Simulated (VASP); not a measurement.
Runs of VASP 6.6.1 on MgS. The structure is that of space group Fm-3m (No. 225), or close to it. The cells are those of the table. 

| task | level | potentials or basis | cell | k mesh | cutoff (eV) | smearing | grid for exact exchange (PRECFOCK) | share of exact exchange | screening parameter | gap on the mesh (eV) | pressure (GPa) | relaxed volume (Å³/atom) |
| --- | --- | --- | --- | --- | --- | --- | --- | --- | --- | --- | --- | --- |
| single point | LDA | VASP PAW LDA potentials, release 64 (Mg, S) | a = 3.679 Å, angles 60.0°, 2 atoms | 8 × 8 × 8 | 520 | gaussian 0.01 eV | - | - | - | 2.56 | -3.8 | - |
| single point | r2SCAN | VASP PAW PBE potentials, release 64 (Mg, S) | a = 3.679 Å, angles 60.0°, 2 atoms | 8 × 8 × 8 | 520 | fermi-dirac 0.02 eV | - | - | - | 3.43 | -0.5 | - |
| relaxation of cell and atoms | PBE | VASP PAW PBE potentials, release 64 (Mg, S) | relaxed from a = 3.679 Å, angles 60.0°, 2 atoms | 8 × 8 × 8 | 600 | fermi-dirac 0.02 eV | - | - | - | 2.75 | 0.0 | (a) |
| relaxation of cell and atoms | LDA | VASP PAW LDA potentials, release 64 (Mg, S) | relaxed from a = 3.698 Å, angles 60.0°, 2 atoms | 8 × 8 × 8 | 600 | fermi-dirac 0.02 eV | - | - | - | (c) | 0.0 | 16.75 |
| dielectric tensor | r2SCAN | VASP PAW PBE potentials, release 64 (Mg, S) | a = 3.679 Å, angles 60.0°, 2 atoms | 8 × 8 × 8 | 520 | gaussian 0.01 eV | - | - | - | 3.43 | - | - |
| relaxation of cell and atoms | PBEsol | VASP PAW PBE potentials, release 64 (Mg, S) | relaxed from a = 3.698 Å, angles 60.0°, 2 atoms | 8 × 8 × 8 | 600 | fermi-dirac 0.02 eV | - | - | - | 2.73 | 0.0 | 17.36 |
| single point | HSE06 | VASP PAW PBE potentials, release 64 (Mg, S) | a = 3.673 Å, angles 60.0°, 2 atoms | 6 × 6 × 6 | 520 | fermi-dirac 0.02 eV | Normal | 0.25 | 0.2079 1/Å | 3.76 | -0.3 | - |
| single point | PBEsol | VASP PAW PBE potentials, release 64 (Mg, S) | a = 3.664 Å, angles 60.0°, 2 atoms | 8 × 8 × 8 | 520 | fermi-dirac 0.02 eV | - | - | - | 2.73 | (b) | - |

Alike in all rows: no spin polarisation.

Estimate the missing entries.

(a) 17.81; (b) -0.2; (c) 2.66.

Caveats: the PAW data sets were made with another functional, which shifts forces and pressure a little (at least some runs); the cell stands under tension (at least some runs).

A k mesh can miss the band edges.
